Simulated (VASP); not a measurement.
Li6GeBr2:

```xyz
9
Lattice="4.6194 0.0000 0.0000 0.0000 4.6194 0.0000 0.0000 0.0000 7.9577" Properties=species:S:1:pos:R:3 pbc="T T T"
Li    2.3097    2.3097    3.9788
Li    0.0000    2.3097    1.6253
Li    2.3097    0.0000    1.6253
Li    0.0000    2.3097    6.3324
Li    2.3097    0.0000    6.3324
Li    0.0000    0.0000    3.9788
Ge    2.3097    2.3097    0.0000
Br    0.0000    0.0000    1.4767
Br    0.0000    0.0000    6.4810
```

The cell was built from a structure type or drawn by symmetry, and may not be a known phase.

* Program: VASP 6.6.1
* Task: relaxation of cell and atoms
* Functional: PBE
* Potentials or basis: VASP PAW PBE potentials, release 64 (Li_sv, Ge_d, Br)
* Cutoff: 600 eV
* k mesh: 4 × 4 × 2
* Occupations: gaussian, width 0.1 eV
* Spin: no spin polarisation

At the start: pressure 5.8 GPa; volume 18.87 Å³/atom.

Where does the relaxation end?

Over 30 steps the energy falls by 221.8 meV/atom and the volume is 22.81 Å³/atom (+20.9 %); space group P4/mmm (No. 123, to 0.1 Å) before and after.

The path:
| step | energy change (eV) | largest force (eV/Å) | pressure (GPa) | volume (Å³) |
| --- | --- | --- | --- | --- |
| 1 | 0.0000 | 1.3953 | 5.81 | 169.81 |
| 2 | -0.6655 | 0.9192 | 2.33 | 187.13 |
| 3 | -0.9722 | 0.5858 | -0.07 | 207.42 |
| 4 | -0.9989 | 0.4992 | -0.66 | 214.74 |
| 5 | -1.0001 | 0.4817 | -0.79 | 216.37 |
| 6 | -1.0944 | 0.4115 | -0.51 | 214.13 |
| 7 | -1.1609 | 0.4116 | 0.33 | 209.43 |
| 8 | -1.1654 | 0.3897 | 0.10 | 210.52 |
| 9 | -1.2420 | 0.3465 | 0.20 | 210.05 |
| 10 | -1.4056 | 0.1257 | 0.55 | 208.61 |
| 11 | -1.1854 | 0.7671 | 1.50 | 205.57 |
| 12 | -1.4312 | 0.0278 | 0.70 | 208.02 |
| 13 | -1.4947 | 0.3375 | -0.12 | 217.33 |
| 14 | -1.4953 | 0.3739 | -0.22 | 218.55 |
| 15 | -1.5405 | 0.2977 | -0.19 | 219.93 |
| 16 | -1.6605 | 0.0958 | -0.21 | 223.35 |
| 17 | -1.7020 | 0.7693 | -0.90 | 227.06 |
| 18 | -1.7435 | 0.2427 | -0.43 | 225.31 |
| 19 | -1.7564 | 0.5185 | -0.66 | 226.36 |
| 20 | -1.7595 | 0.4426 | -0.61 | 226.12 |
| 21 | -1.7746 | 0.4557 | -0.69 | 226.06 |
| 22 | -1.7987 | 0.5109 | -0.94 | 225.71 |
| 23 | -1.8240 | 0.4730 | -0.89 | 224.33 |
| 24 | -1.8917 | 0.3579 | -0.78 | 220.20 |
| 25 | -1.9774 | 0.1412 | -0.46 | 211.97 |
| 26 | -1.9012 | 0.4069 | 0.69 | 195.64 |
| 27 | -1.9902 | 0.0802 | -0.22 | 207.45 |
| 28 | -1.9934 | 0.0706 | -0.08 | 206.39 |
| 29 | -1.9952 | 0.0571 | 0.14 | 204.88 |
| 30 | -1.9964 | 0.0362 | 0.09 | 205.25 |

Final structure:
```
CELL_PARAMETERS angstrom
4.41019 0.00000 0.00000
0.00000 4.41019 0.00000
0.00000 0.00000 10.55294
ATOMIC_POSITIONS crystal
Li 0.50000 0.50000 0.50000
Li 0.00000 0.50000 0.14008
Li 0.50000 0.00000 0.14008
Li 0.00000 0.50000 0.85992
Li 0.50000 0.00000 0.85992
Li 0.00000 0.00000 0.50000
Ge 0.50000 0.50000 0.00000
Br 0.00000 0.00000 0.27541
Br 0.00000 0.00000 0.72459
```

Caveat: the k points lie up to 0.36 Å⁻¹ apart in the final cell, too coarse for converged energies and pressures of a metal; the cutoff is under 1.25 times the usual one of these potentials, so pressure, stress and relaxed cells hold a basis-set (Pulay) error; the volume moved by over 15 % at a fixed basis, so the end points are rough.
